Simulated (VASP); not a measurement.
# W (Im-3m) in VASP: notebook, part 2 of 2

VASP 6.6.1. Earlier steps stand in the parts before.

## (3) Single point, PBE

This run uses another cell than the first one, of 16.14 Å³/atom, 1.025 times its volume.

The input, INCAR:

```
SYSTEM = W
ALGO = Normal
EDIFF = 1E-6
ENCUT = 520
GGA = PE
ISIF = 2
ISMEAR = 1
LASPH = .TRUE.
LCHARG = .FALSE.
LREAL = .FALSE.
LWAVE = .FALSE.
NBANDS = 13
NELM = 60
PREC = Accurate
SIGMA = 0.05
```

The input, KPOINTS:

```
k-points
0
G
  15 15 15
  0 0 0
```

The input, POSCAR:

```
W
1.0
   -1.5920971530      1.5920971530      1.5920971530
    1.5920971530     -1.5920971530      1.5920971530
    1.5920971530      1.5920971530     -1.5920971530
W
1
Direct
    0.0000000000      0.0000000000      0.0000000000
```

Potentials or basis: VASP PAW PBE potentials, release 64 (W_sv).

On the command line:

```bash
$ cat potpaw_PBE.64/W_sv/POTCAR > POTCAR
$ mpirun -np 1 vasp_std > vasp.out
```

OUTCAR:

```text
SYSTEM = W
   EDIFF = 1E-6
   ENCUT = 520
   GGA = PE
   ISIF = 2
   ISMEAR = 1
   LASPH = .TRUE.
   LREAL = .FALSE.
   NELM = 60
   PREC = Accurate

 ion  position               nearest neighbor table
   1  0.000  0.000  0.000-

  LATTYP: Found a body centered cubic cell.
 ALAT       =     3.1841943060

  Lattice vectors:

 A1 = (  -1.5920971530,   1.5920971530,   1.5920971530)
 A2 = (   1.5920971530,  -1.5920971530,   1.5920971530)
 A3 = (   1.5920971530,   1.5920971530,  -1.5920971530)

Analysis of symmetry for initial positions (statically):
=====================================================================
 Subroutine PRICEL returns:
 Original cell was already a primitive cell.

 Routine SETGRP: Setting up the symmetry group for a
 body centered cubic supercell.

 Subroutine GETGRP returns: Found 48 space group operations
[... 9 lines left out ...]

 Routine SETGRP: Setting up the symmetry group for a
 body centered cubic supercell.

 Subroutine GETGRP returns: Found 48 space group operations
[... 11 lines left out ...]
                                     Primitive cell

  volume of cell :      16.1424

  direct lattice vectors                    reciprocal lattice vectors
    -1.592097153  1.592097153  1.592097153     0.000000000  0.314051187  0.314051187
     1.592097153 -1.592097153  1.592097153     0.314051187  0.000000000  0.314051187
     1.592097153  1.592097153 -1.592097153     0.314051187  0.314051187  0.000000000

  length of vectors
     2.757593160  2.757593160  2.757593160     0.444135447  0.444135447  0.444135447

  position of ions in fractional coordinates (direct lattice)
     0.000000000  0.000000000  0.000000000

  ion indices of the primitive-cell ions
   primitive index   ion index
                 1           1

----------------------------------------------------------------------------------------

 KPOINTS: k-points

[... 91 lines left out ...]
   LORBIT       =      0    0 simple, 1 ext, 2 COOP (PROOUT), +10 PAW based schemes
   GGA     = PE    functional components
   LHFCALC =     F    Hartree Fock is set to
   AEXX    =    0.0000 exact exchange contribution
   IVDW    =     0    specifies the selected vdW correction
   LEPSILON=     F    determine dielectric tensor
   LRPA    =     F    only Hartree local field effects (RPA)
 non-spin polarized calculation
 Methfessel and Paxton  Order N= 1 SIGMA  =   0.05
  energy-cutoff  :      520.00
  volume of cell :       16.14
 maximum number of plane-waves:       448
 NGX is ok and might be reduce to    24
   NGX = 11   NGY = 11   NGZ = 11

 number of electron      14.0000002 magnetization

 Free energy of the ion-electron system (eV)
  ---------------------------------------------------
  ext. energy  EPLUGINS =         0.00000000
  ---------------------------------------------------
  free energy    TOTEN  =       -12.95389808 eV

  energy without entropy =      -12.95382263  energy(sigma->0) =      -12.95387293

 E-fermi :  11.1230     XC(G=0): -13.5392

 val. band max:       11.1176903426   @ k =  -0.3333   0.4000   0.2667
 cond. band min:      11.2754182343   @ k =  -0.2667   0.2667   0.1333
 fundamental gap:      0.1577278917
 Fermi energy:        11.1230133902

 k-point     1 :       0.0000    0.0000    0.0000
  band No.  band energies     occupation
      1     -63.0337      2.00000
      2     -26.6209      2.00000
      3     -26.6209      2.00000
      4     -26.6209      2.00000
      5       1.6463      2.00000
      6       9.9799      2.00000
      7       9.9799      2.00000
      8       9.9799      2.00000
      9      13.3974      0.00000
     10      13.3974      0.00000
     11      25.6582      0.00000
     12      25.6582      0.00000
     13      25.6582      0.00000
[... 354 lines left out ...]
  band No.  band energies     occupation
      1     -62.9004      2.00000
      2     -27.6880      2.00000
      3     -27.1884      2.00000
      4     -26.7448      2.00000
      5       6.1980      2.00000
      6       7.9504      2.00000
      7       9.8016      2.00000
      8      13.1529      0.00000
      9      14.5541      0.00000
     10      19.3517      0.00000
     11      20.2976      0.00000
     12      24.1726      0.00000
     13      27.0666      0.00000

 [... further k-points ...]

------------------------ aborting loop because EDIFF is reached ----------------------------------------

  FORCE on cell =-STRESS in cart. coord.  units (eV):
  Direction    XX          YY          ZZ          XY          YZ          ZX
  --------------------------------------------------------------------------------------
  -------------------------------------------------------------------------------------
  Total        0.0483921      0.0483921      0.0483921      0.0000000      0.0000000      0.0000000
  in kB        4.8030425      4.8030425      4.8030425      0.0000000      0.0000000      0.0000000
  external PRESSURE =       4.8030425 kB  Pullay stress =       0.0000000 kB

 VOLUME and BASIS-vectors are now :
 -----------------------------------------------------------------------------
  energy-cutoff  :      520.00
  volume of cell :       16.14
      direct lattice vectors                 reciprocal lattice vectors
    -1.592097153  1.592097153  1.592097153     0.000000000  0.314051187  0.314051187
     1.592097153 -1.592097153  1.592097153     0.314051187  0.000000000  0.314051187
     1.592097153  1.592097153 -1.592097153     0.314051187  0.314051187  0.000000000

 POSITION                                       TOTAL-FORCE (eV/Angst)
 -----------------------------------------------------------------------------------
      0.00000      0.00000      0.00000        -0.000000      0.000000      0.000000
 -----------------------------------------------------------------------------------
    total drift:                                0.000000      0.000000      0.000000

  FREE ENERGIE OF THE ION-ELECTRON SYSTEM (eV)
  ---------------------------------------------------
  free  energy   TOTEN  =       -12.9538980755 eV

  energy  without entropy=      -12.9538226312  energy(sigma->0) =      -12.95387293
```

stdout:

```text
POSCAR found type information on POSCAR W
 POSCAR found :  1 types and       1 ions
 scaLAPACK will be used
 LDA part: xc-table for (Slater+PW92), standard interpolation
 POSCAR, INCAR and KPOINTS ok, starting setup
 FFT: planning ... GRIDC
 FFT: planning ... GRID_SOFT
 FFT: planning ... GRID
 WAVECAR not read
 entering main loop
```

Wall time 14 s (1 thread of Intel Xeon Platinum 8375C at 2.90GHz (Ice Lake), shared host); peak memory 0.15 GiB.

What came out:

- Free energy: -12.9539 eV
- Pressure: 0.5 GPa
- Band gap on the k mesh: zero (band 7 reaches 15.71 eV, above the bottom of band 8 at 9.98 eV)

Levels at points of the mesh, in eV from the Fermi level:
```
           k point  band 3  band 4  band 5  band 6  band 7  band 8  band 9  band 10  band 11  band 12
(0.00, 0.00, 0.00)  -37.74  -37.74   -9.48   -1.14   -1.14   -1.14    2.27     2.27    14.54    14.54
```

Caveat: spin-orbit coupling is left out, which moves the levels of the heavy elements.
